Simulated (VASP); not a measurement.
Here is a VASP 6.6.1 calculation.

INCAR

```
  ALGO = Normal
  DIPOL = 0.5 0.5 0.500
  EDIFF = 1E-6
  ENCUT = 520
  GGA = PE
  IDIPOL = 3
  ISIF = 2
  ISMEAR = 0
  LASPH = T
  LCHARG = F
  LDIPOL = T
  LREAL = F
  LWAVE = F
  NBANDS = 21
  NELM = 60
  PREC = Accurate
  SIGMA = 0.1
```

The input KPOINTS:

```
k-points
0
Gamma
  12 12 1
```

Contents of POSCAR:

```
Ge
1.0
    4.0729350596      0.0000000000      0.0000000000
   -2.0364675298      3.5272652296      0.0000000000
    0.0000000000      0.0000000000     28.0000000000
Ge
2
Direct
    0.3333333333      0.6666666667      0.5085714286
    0.6666666667      0.3333333333      0.4914285714
```

Potentials or basis: VASP PAW PBE potentials, release 64 (Ge_d).

Launch:

```console
$ cat potpaw_PBE.64/Ge_d/POTCAR > POTCAR
$ mpirun -np 1 vasp_std > vasp.out
```

Task: Predict the largest force.

Result: 0.473 eV/Å.

Task: Estimate the band gap on the k mesh.

Result: Zero (band 14 reaches -3.36 eV, above the bottom of band 15 at -3.76 eV).

Forces in eV/Å, atoms in the order of the input:
```
Ge   0.000  0.000  0.473
Ge   0.000  0.000 -0.473
```
